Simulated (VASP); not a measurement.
# WC (I4mm) in VASP: single point with PBEsol

Aim: the single point of WC with PBEsol.

Everything below comes from runs of VASP 6.6.1. Logs are shortened: lines on timing, memory, paths and dates and some standing lists are left out, and cuts for length are marked.

**1. The cell of the first run**

The structure is tetragonal, space group I4mm (No. 107). Conventional cell: a = 3.073 Å, b = 3.073 Å, c = 4.345 Å, α = 90.00°, β = 90.00°, γ = 90.00°. Within 2.6 Å of W (site symmetry 4mm) lie 6 C at 1.95 to 2.40 Å. C (site symmetry 4mm) has 6 W at 1.95 to 2.40 Å within 2.6 Å.

**2. Single point, PBEsol (atom 1 (W) moved by (-0.225, +0.000) A along x and y)**

The input, INCAR:

```
  ALGO = Normal
  EDIFF = 1E-6
  ENCUT = 1300
  GGA = PS
  GGA_COMPAT = F
  ISIF = 2
  ISMEAR = 0
  LASPH = T
  LCHARG = F
  LREAL = F
  LWAVE = F
  NBANDS = 16
  NELM = 120
  PREC = Accurate
  SIGMA = 0.15
```

The input, KPOINTS:

```
k-points
0
Gamma
  24 24 24
```

The input, POSCAR:

```
WC
1.0
    0.0000000000      2.1726853742      2.1726853742
    2.1726853742      0.0000000000      2.1726853742
    2.1726853742      2.1726853742      0.0000000000
W C
1 1
Direct
    0.0517792412     -0.0517792412     -0.0517792412
    0.5000000000      0.5000000000      0.5000000000
```

Potentials or basis: VASP PAW PBE potentials, release 64 (W_sv, C_h).

On the command line:

```bash
$ cat potpaw_PBE.64/W_sv/POTCAR potpaw_PBE.64/C_h/POTCAR > POTCAR
$ mpirun -np 1 vasp_std > vasp.out
```

OUTCAR:

```text
EDIFF = 1E-6
   ENCUT = 1300
   GGA = PS
   ISIF = 2
   ISMEAR = 0
   LASPH = T
   LREAL = F
   NELM = 120
   PREC = Accurate

 ion  position               nearest neighbor table
   1  0.052  0.948  0.948-   2 1.95   2 2.18   2 2.18   2 2.18   2 2.18   2 2.40
   2  0.500  0.500  0.500-   1 1.95   1 2.18   1 2.18   1 2.18   1 2.18   1 2.40

  LATTYP: Found a face centered cubic cell.
 ALAT       =     4.3453707484

  Lattice vectors:

 A1 = (   0.0000000000,   2.1726853742,   2.1726853742)
 A2 = (   2.1726853742,   0.0000000000,   2.1726853742)
 A3 = (   2.1726853742,   2.1726853742,   0.0000000000)

Analysis of symmetry for initial positions (statically):
=====================================================================
 Subroutine PRICEL returns:
 Original cell was already a primitive cell.

 Routine SETGRP: Setting up the symmetry group for a
 face centered cubic supercell.

 Subroutine GETGRP returns: Found  8 space group operations
 (whereof  8 operations were pure point group operations)
 out of a pool of 48 trial point group operations.

The static configuration has the point symmetry C_4v.

Analysis of symmetry for dynamics (positions and initial velocities):
=====================================================================
 Subroutine PRICEL returns:
 Original cell was already a primitive cell.

 Routine SETGRP: Setting up the symmetry group for a
 face centered cubic supercell.

 Subroutine GETGRP returns: Found  8 space group operations
 (whereof  8 operations were pure point group operations)
 out of a pool of 48 trial point group operations.

The dynamic configuration has the point symmetry C_4v.

 Subroutine INISYM returns: Found  8 space group operations
 (whereof  8 operations are pure point group operations),
 and found     1 'primitive' translations

----------------------------------------------------------------------------------------

                                     Primitive cell

  volume of cell :      20.5126

  direct lattice vectors                    reciprocal lattice vectors
     0.000000000  2.172685374  2.172685374    -0.230129961  0.230129961  0.230129961
     2.172685374  0.000000000  2.172685374     0.230129961 -0.230129961  0.230129961
     2.172685374  2.172685374  0.000000000     0.230129961  0.230129961 -0.230129961

  length of vectors
     3.072641123  3.072641123  3.072641123     0.398596784  0.398596784  0.398596784

[... 79 lines left out ...]
   NELM   =    120;   NELMIN=  2; NELMDL= -5     # of ELM steps
   EDIFF  = 0.1E-05   stopping-criterion for ELM
   LREAL  =      F    real-space projection
   EDIFFG = 0.1E-04   stopping-criterion for IOM
   NSW    =      0    number of steps for IOM
   IBRION =     -1    ionic relax: 0-MD 1-quasi-New 2-CG
   NFREE  =      0    steps in history (QN), initial steepest desc. (CG)
   ISIF   =      2    stress and relaxation
   ISYM   =      2    0-nonsym 1-usesym 2-fastsym
   POTIM  = 0.5000    time-step for ionic-motion
   TEBEG  =    0.0;   TEEND  =   0.0 temperature during run
   PSTRESS=    0.0 pullay stress
   NELECT =      18.0000    total number of electrons
   NUPDOWN=      -1.0000    fix difference up-down
   EMIN   =  10.00;   EMAX   =-10.00  energy-range for DOS
   EFERMI =   0.00;   METHOD = LEGACY
   ISMEAR =     0;   SIGMA  =   0.15  broadening in eV -4-tet -1-fermi 0-gaus
   EFERMI_NEDOS =   21; number of points for ismear=-14 and -15
   IALGO  =     38    algorithm
   IMIX   =      4    mixing-type and parameters
     AMIX     =   0.40;   BMIX     =  1.00
     AMIX_MAG =   1.60;   BMIX_MAG =  1.00
  volume/ion in A,a.u.               =      10.26        69.21
  Fermi-wavevector in a.u.,A,eV,Ry     =   1.567324  2.961813 33.422780  2.456505
  Thomas-Fermi vector in A             =   2.669521
   LORBIT       =      0    0 simple, 1 ext, 2 COOP (PROOUT), +10 PAW based schemes
   GGA     = PS    functional components
   LHFCALC =     F    Hartree Fock is set to
   AEXX    =    0.0000 exact exchange contribution
   IVDW    =     0    specifies the selected vdW correction
   LEPSILON=     F    determine dielectric tensor
   LRPA    =     F    only Hartree local field effects (RPA)
 non-spin polarized calculation
 Gauss-broadening in eV      SIGMA  =   0.15
  energy-cutoff  :     1300.00
  volume of cell :       20.51
 maximum number of plane-waves:      2204
   NGX = 19   NGY = 19   NGZ = 19

 number of electron      18.0000000 magnetization

 Free energy of the ion-electron system (eV)
  ---------------------------------------------------
  ext. energy  EPLUGINS =         0.00000000
  ---------------------------------------------------
  free energy    TOTEN  =       -22.78179661 eV

  energy without entropy =      -22.77150397  energy(sigma->0) =      -22.77665029

 E-fermi :  12.8883     XC(G=0): -14.0103

 val. band max:       12.8879780917   @ k =   0.0417   0.3333   0.0833
 cond. band min:      12.8890057904   @ k =   0.3750   0.0833   0.0417
 fundamental gap:      0.0010276987
 Fermi energy:        12.8882956193

 k-point     1 :       0.0000    0.0000    0.0000
  band No.  band energies     occupation
      1     -62.2859      2.00000
      2     -26.3529      2.00000
      3     -26.2842      2.00000
      4     -26.2842      2.00000
      5      -2.9863      2.00000
      6       9.1889      2.00000
[... 433 lines left out ...]
      3     -26.3699      2.00000
      4     -26.3199      2.00000
      5      -1.4552      2.00000
      6       6.3903      2.00000
[... 8 lines left out ...]
     15      25.2189      0.00000
     16      29.7241      0.00000

 [... further k-points ...]

------------------------ aborting loop because EDIFF is reached ----------------------------------------

  FORCE on cell =-STRESS in cart. coord.  units (eV):
  Direction    XX          YY          ZZ          XY          YZ          ZX
  --------------------------------------------------------------------------------------
  -------------------------------------------------------------------------------------
  Total        3.8791854      0.0351011      0.0351011      0.0000000     -0.0000000      0.0000000
  in kB      302.9916096      2.7416440      2.7416440      0.0000000     -0.0000000      0.0000000
  external PRESSURE =     102.8249659 kB  Pullay stress =       0.0000000 kB

 VOLUME and BASIS-vectors are now :
 -----------------------------------------------------------------------------
  energy-cutoff  :     1300.00
  volume of cell :       20.51
      direct lattice vectors                 reciprocal lattice vectors
     0.000000000  2.172685374  2.172685374    -0.230129961  0.230129961  0.230129961
     2.172685374  0.000000000  2.172685374     0.230129961 -0.230129961  0.230129961
     2.172685374  2.172685374  0.000000000     0.230129961  0.230129961 -0.230129961

 POSITION                                       TOTAL-FORCE (eV/Angst)
 -----------------------------------------------------------------------------------
      4.12037      2.17269      2.17269         2.326612      0.000000      0.000000
      2.17269      2.17269      2.17269        -2.326612      0.000000      0.000000
 -----------------------------------------------------------------------------------
    total drift:                               -0.000545      0.000000      0.000000

  FREE ENERGIE OF THE ION-ELECTRON SYSTEM (eV)
  ---------------------------------------------------
  free  energy   TOTEN  =       -22.7817966061 eV

  energy  without entropy=      -22.7715039655  energy(sigma->0) =      -22.77665029
```

stdout:

```text
POSCAR found type information on POSCAR W C
 POSCAR found :  2 types and       2 ions
 scaLAPACK will be used
 -----------------------------------------------------------------------------
|                                                                             |
|                                                                             |
|     You enforced a specific xc type in the INCAR file but a different       |
|     I HOPE YOU KNOW WHAT YOU ARE DOING!                                     |
|                                                                             |
 -----------------------------------------------------------------------------

 LDA part: xc-table for (Slater+PW92), standard interpolation
 POSCAR, INCAR and KPOINTS ok, starting setup
 FFT: planning ... GRIDC
 FFT: planning ... GRID_SOFT
 FFT: planning ... GRID
 WAVECAR not read
 entering main loop
```

Wall time 6 min (1 thread of Intel Xeon 6975P-C (Granite Rapids), shared host); peak memory 1.3 GiB.

What came out:

```
Free energy            : -22.7818 eV
Pressure               : 10.3 GPa
Largest force          : 2.327 eV/Å
Band gap on the k mesh : zero (bands 9 and 10 overlap by 3.23 eV)
```

Forces in eV/Å, atoms in the order of the input:
```
W    2.327  0.000  0.000
C   -2.327  0.000  0.000
```

Caveat: the cell differs from its parent crystal (atom 1 (W) moved by (-0.225, +0.000) A along x and y); the stress differs along the axes, from 0 to 30 GPa; the PAW data sets were made with another functional, which shifts forces and pressure a little; spin-orbit coupling is left out, which moves the levels of the heavy elements.
